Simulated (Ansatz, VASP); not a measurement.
## One calculation of NaF, two programs

INCAR

```
PREC = Accurate ; ENCUT = 600
EDIFF = 1E-6 ; ISMEAR = -1
SIGMA = 0.02 ; LREAL = F
LASPH = T ; NELM = 120
ALGO = Normal ; ISIF = 2
LWAVE = F ; LCHARG = F
GGA = PE ; NBANDS = 14
GGA_COMPAT = F
```

File KPOINTS:

```
regular mesh
0
Gamma
  10 10 10
```

The input POSCAR:

```
NaF
1.0
    0.0000000000      2.2306217686      2.3237015590
    2.2306217686      0.0000000000      2.3237015590
    2.2306217686      2.2306217686      0.0000000000
Na F
1 1
Direct
    0.0000000000      0.0000000000      0.0000000000
    0.5000000000      0.5000000000      0.5000000000
```

Input for Ansatz:

```yaml
crystal:
  lattice:
    - [0.0, 2.2306217686, 2.323701559]
    - [2.2306217686, 0.0, 2.323701559]
    - [2.2306217686, 2.2306217686, 0.0]
  atoms:
    - { symbol: Na, position: [0.0, 0.0, 0.0] }
    - { symbol: F, position: [0.5, 0.5, 0.5] }
kpoints:
  mp_grid: { grid: [10, 10, 10] }
  band_path:
    path:
      - [0.0, 0.0, 0.0]
      - [0.5, 0.0, 0.5]
      - [0.625, 0.25, 0.625]
      - [0.375, 0.375, 0.75]
      - [0.5, 0.5, 0.5]
      - [0.5, 0.25, 0.75]
    npoints: 1
hamiltonian:
  xc: pbe
scf:
  occupations: { method: fermi_dirac, width: 0.02 }
  n_extra_bands: 4
output:
  forces: true
  stress: true
  eigenvalues: true
```

Change from the starting cell: epitaxial_xy strain -2.9%.

Alike in both runs: task single point; functional PBE; k mesh 10 × 10 × 10; occupations fermi-dirac, width 0.02 eV; no spin polarisation.

|  | VASP | Ansatz |
| --- | --- | --- |
| version | VASP 6.6.1 | Ansatz 0.2.0 |
| potentials or method | VASP PAW PBE potentials, release 64 (Na_pv, F) | plane waves, PAW |
| plane-wave cutoff (eV) | 600 | 420 |
| valence electrons in the cell | 14 | 16 |

```tsv
	VASP	Ansatz	Ansatz less VASP
gap on the k mesh at the Fermi level (eV)	6.71	6.72	+0.016
pressure (GPa)	6.9	7.0	+0.16
traceless stress, the component that is largest in VASP (GPa)	-3.31	-3.21	+0.100
```

The functional is the same, so the differences come from potentials, cutoffs and numerics. VASP's potentials hold 14 valence electrons a cell and Ansatz's 16, so a difference there can come from the potentials and not from the codes.
